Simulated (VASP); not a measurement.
Crystal: Ta.

```
Ta
1.0
     4.62708    0.00000    0.00000
    -2.31354    4.00717    0.00000
     0.00000    0.00000    4.84838
Ta
4
Direct
  0.00000 0.00000 0.25000
  0.00000 0.00000 0.75000
  0.33333 0.66667 0.75000
  0.66667 0.33333 0.25000
```

This isn't the form of Ta at room conditions, which is bcc.

| Item | Value |
| --- | --- |
| Program | VASP 6.6.1 |
| Task | relaxation of cell and atoms |
| Functional | PBE |
| Potentials or basis | VASP PAW PBE potentials, release 64 (Ta_pv) |
| Cutoff | 600 eV |
| k mesh | 12 × 12 × 10 |
| Occupations | gaussian, width 0.1 eV |
| Spin | no spin polarisation |

At the start: pressure 0.6 GPa; volume 22.47 Å³/atom.

Problem. How do energy, volume and symmetry change on relaxing?

Solution. Over 5 steps the energy falls by 2.2 meV/atom and the volume is 22.58 Å³/atom (+0.5 %); space group P6_3/mmc (No. 194, to 0.1 Å) before and after.

The path:
| step | energy change (eV) | largest force (eV/Å) | pressure (GPa) | volume (Å³) |
| --- | --- | --- | --- | --- |
| 1 | 0.0000 | 0.0000 | 0.62 | 89.90 |
| 2 | -0.0060 | 0.0000 | -0.88 | 91.01 |
| 3 | -0.0085 | 0.0000 | -0.38 | 90.62 |
| 4 | -0.0085 | 0.0000 | 0.38 | 90.04 |
| 5 | -0.0089 | 0.0000 | -0.01 | 90.33 |

Final structure:
```xyz
4
Lattice="4.6119 0.0000 0.0000 -2.3059 3.9940 0.0000 0.0000 0.0000 4.9040" Properties=species:S:1:pos:R:3 pbc="T T T"
Ta    0.0000    0.0000    1.2260
Ta    0.0000    0.0000    3.6780
Ta    0.0000    2.6627    3.6780
Ta    2.3059    1.3313    1.2260
```
